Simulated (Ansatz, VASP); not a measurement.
**One calculation of Au, two programs**

```
Au
1.0
    -1.65727    1.65727    1.65727
     1.65727   -1.65727    1.65727
     1.65727    1.65727   -1.65727
Au
1
Direct
  0.00000 0.00000 0.00000
```

Alike in both runs: functional BLYP; k mesh 11 × 11 × 11; occupations fermi-dirac, width 0.05 eV; no spin polarisation.

```csv
,VASP,Ansatz
version,VASP 6.6.1,Ansatz 0.2.0
potentials or method,"VASP PAW PBE potentials, release 64 (Au)",Ansatz PAW
plane-wave cutoff (eV),520,420
valence electrons in the cell,11,19
task,single point,band structure
```

Ansatz gave:

```
gap on the k mesh at the Fermi level (eV) : none
pressure (GPa)                            : 9.1
```

Question: Estimate VASP's values.

Answer: gap on the k mesh at the Fermi level (eV): none; pressure (GPa): 9.7.

VASP's potentials were made for PBE, not for BLYP. A gap of «none» marks a metal or a gap that the smearing closes. VASP's potentials hold 11 valence electrons a cell and Ansatz's 19, so a difference there can come from the potentials and not from the codes.

Neither program's run includes spin-orbit coupling.
